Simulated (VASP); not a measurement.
RbGe2:

```
CELL_PARAMETERS angstrom
3.86432 0.00000 0.00000
0.00000 3.86432 0.00000
0.00000 0.00000 11.14387
ATOMIC_POSITIONS crystal
Rb 0.00000 0.00000 0.00000
Rb 0.50000 0.50000 0.50000
Ge 0.00000 0.50000 0.12500
Ge 0.00000 0.50000 0.62500
Ge 0.50000 0.00000 0.37500
Ge 0.50000 0.00000 0.87500
```

| Item | Value |
| --- | --- |
| Program | VASP 6.6.1 |
| Task | relaxation of cell and atoms |
| Functional | PBE |
| Potentials or basis | VASP PAW PBE potentials, release 64 (Rb_sv, Ge_d) |
| Cutoff | 600 eV |
| k mesh | 4 × 4 × 2 |
| Occupations | gaussian, width 0.1 eV |
| Spin | no spin polarisation |

At the start: pressure 24.0 GPa; volume 27.74 Å³/atom.

Task: Where does the relaxation end?

Result: Over 15 steps the energy falls by 3091.8 meV/atom and the volume is 30.02 Å³/atom (+8.2 %); space group I4/mmm (No. 139, to 0.05 Å).

Step by step:
```csv
step,energy change (eV),largest force (eV/Å),pressure (GPa),volume (Å³)
1,0.0000,6.3990,23.97,166.41
2,-9.9828,2.0713,-1.19,287.67
3,-10.1539,1.7287,-1.95,316.21
4,-11.1917,1.9028,-2.41,295.80
5,-14.7308,1.7520,-3.15,239.66
6,-17.5692,0.3089,9.76,148.76
7,-17.6513,1.1096,1.14,174.89
8,-17.8991,0.9425,3.95,162.86
9,-17.8838,0.7195,5.45,158.42
10,-18.4566,0.0799,2.06,172.12
11,-18.4966,0.0492,0.34,181.00
12,-18.5007,0.0208,0.69,178.99
13,-18.5409,0.0235,-0.69,183.82
14,-18.5468,0.0238,-0.37,182.53
15,-18.5508,0.0245,-0.01,180.10
```

Final structure:
```yaml
crystal:
  lattice:
    - [3.77583, 0.00000, 0.00000]
    - [0.00000, 3.77583, 0.00000]
    - [0.00000, 0.00000, 12.63225]
  atoms:
    - { symbol: Rb, position: [0.00000, 0.00000, 0.00000] }
    - { symbol: Rb, position: [0.50000, 0.50000, 0.50000] }
    - { symbol: Ge, position: [0.00000, 0.50000, 0.25171] }
    - { symbol: Ge, position: [0.00000, 0.50000, 0.75171] }
    - { symbol: Ge, position: [0.50000, 0.00000, 0.24829] }
    - { symbol: Ge, position: [0.50000, 0.00000, 0.74829] }
```

Caveat: the k points lie up to 0.42 Å⁻¹ apart in the final cell.
